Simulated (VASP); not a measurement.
A run of VASP 6.6.1 is set up as follows.

INCAR

```
SYSTEM = GaIr5
  ALGO = Fast
  EDIFF = 1E-6
  ENCUT = 520
  GGA = PE
  ISIF = 2
  ISMEAR = 0
  LASPH = .TRUE.
  LCHARG = .FALSE.
  LREAL = .FALSE.
  LWAVE = .FALSE.
  NBANDS = 38
  NELM = 60
  PREC = Accurate
  SIGMA = 0.1
```

The input KPOINTS:

```
k-points
0
G
  12 12 4
  0 0 0
```

File POSCAR:

```
GaIr5
1.0
    2.7661642696      0.0000000000      0.0000000000
   -1.3830821348      2.3955685285      0.0000000000
    0.0000000000      0.0000000000     13.1122619923
Ga Ir
1 5
Direct
    0.0000000000      0.0000000000      0.0000000000
    0.3333333333      0.6666666667      0.1602203470
    0.6666666667      0.3333333333      0.3315061481
    0.6666666667      0.3333333333      0.8397796530
    0.3333333333      0.6666666667      0.6684938519
    0.0000000000      0.0000000000      0.5000000000
```

Potentials or basis: VASP PAW PBE potentials, release 64 (Ga_d, Ir).

Launch:

```bash
$ cat potpaw_PBE.64/Ga_d/POTCAR potpaw_PBE.64/Ir/POTCAR > POTCAR
$ mpirun -np 1 vasp_std > vasp.out
```

**Question.** What does it give for the band gap on the k mesh?

**Answer.** Zero (bands 29 and 30 overlap by 2.12 eV).

**Question.** Predict the largest force.

**Answer.** 0.003 eV/Å.

**Question.** What does it give for the pressure?

**Answer.** 0.5 GPa.

Forces in eV/Å, atoms in the order of the input:
```
Ga   0.000  0.000  0.000
Ir   0.000  0.000  0.003
Ir   0.000  0.000 -0.003
Ir   0.000  0.000 -0.003
Ir   0.000  0.000  0.003
Ir   0.000  0.000  0.000
```

Caveat: spin-orbit coupling is left out, which moves the levels of the heavy elements.
